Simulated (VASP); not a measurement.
**Mg5Au3: single point with LDA**

Mg5Au3:

```
Mg Au
1.0
     0.00000    4.20870    4.20870
     4.20870    0.00000    4.20870
     4.06053    4.06053    0.14817
Mg Au
5 3
Direct
  0.00000 0.00000 0.00000
  0.00000 0.50000 0.00000
  0.00000 0.50000 0.50000
  0.50000 0.00000 0.00000
  0.50000 0.50000 0.00000
  0.00000 0.00000 0.50000
  0.50000 0.00000 0.50000
  0.50000 0.50000 0.50000
```

* Program: VASP 6.6.1
* Task: single point
* Functional: LDA
* Potentials or basis: VASP PAW LDA potentials, release 64 (Mg, Au)
* Cutoff: 600 eV
* k mesh: 5 × 5 × 5
* Occupations: fermi-dirac, width 0.05 eV
* Spin: no spin polarisation
* Dipole correction: no
* Further INCAR settings: ALGO = Normal; EDIFF = 1e-06; NBANDS = 32

```json
{
  "Pressure": "-0.5 GPa",
  "Band gap on the k mesh": "zero (an odd number of electrons rules out a gap without spin polarisation)"
}
```

Levels at points of the mesh, in eV from the Fermi level:
```csv
k point,band 17,band 18,band 19,band 20,band 21,band 22,band 23,band 24,band 25,band 26
"(0.00, 0.00, 0.00)",-1.86,-1.86,-1.80,-1.31,-0.30,0.16,0.16,0.17,0.17,0.21
```

Wall time 63 s on 1 thread of Intel(R) Xeon(R) 6975P-C (Granite Rapids) (shared host), peak memory 0.3 GiB.

Caveat: spin-orbit coupling is left out, which moves the levels of the heavy elements.
